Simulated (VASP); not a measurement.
The system is CoO.

```xyz
2
Lattice="1.5055 0.8692 2.4399 -1.5055 0.8692 2.4399 0.0000 -1.7384 2.4399" Properties=species:S:1:pos:R:3 pbc="T T T"
Co    0.0000    0.0000    0.0000
O     0.0000    0.0000    3.6599
```

- Program: VASP 6.6.1
- Task: relaxation of cell and atoms
- Functional: RPBE
- Dispersion: D4
- Potentials or basis: VASP PAW PBE potentials, release 64 (Co, O)
- Cutoff: 600 eV
- k mesh: 11 × 11 × 11
- Occupations: fermi-dirac, width 0.05 eV
- Spin: collinear spin, ferromagnetic start
- Starting moments: [2.0, 0.0] μB

At the start: pressure -1.4 GPa; volume 9.58 Å³/atom.

Task: Where does the relaxation end?

Result: Over 14 steps the energy falls by 3.9 meV/atom and the volume is 9.42 Å³/atom (-1.6 %); space group Fm-3m (No. 225, to 0.1 Å) before, R-3m (No. 166, to 0.1 Å); moment 2.86 μB per cell.

The path:
```csv
step,energy change (eV),largest force (eV/Å),pressure (GPa),volume (Å³)
1,0.0000,0.0000,-1.45,19.16
2,-0.0008,0.0000,0.57,18.92
3,-0.0009,0.0000,0.06,18.97
4,-0.0009,0.0000,-0.01,18.98
5,-0.0009,0.0000,0.03,18.98
6,-0.0012,0.0000,0.06,18.97
7,-0.0020,0.0000,0.08,18.97
8,-0.0040,0.0000,0.08,18.95
9,-0.0073,0.0000,-0.07,18.90
10,0.0007,0.0000,-0.61,18.75
11,-0.0078,0.0000,-0.14,18.88
12,-0.0079,0.0000,-0.17,18.87
13,-0.0053,0.0000,2.68,18.54
14,-0.0079,0.0000,0.01,18.85
```

Final structure:
```cif
data_structure
_symmetry_space_group_name_H-M 'P 1'
_symmetry_Int_Tables_number 1
_cell_length_a 2.8995
_cell_length_b 2.8995
_cell_length_c 2.8995
_cell_angle_alpha 64.258
_cell_angle_beta 64.258
_cell_angle_gamma 64.258
_cell_volume 18.85
loop_
_atom_site_label
_atom_site_type_symbol
_atom_site_fract_x
_atom_site_fract_y
_atom_site_fract_z
_atom_site_occupancy
Co1 Co 0.00000 0.00000 0.00000 1
O1 O 0.50000 0.50000 0.50000 1
```

Caveat: the PAW data sets were made with another functional, which shifts forces and pressure a little; a cell with one magnetic atom can't hold antiferromagnetic order, which such compounds often take.
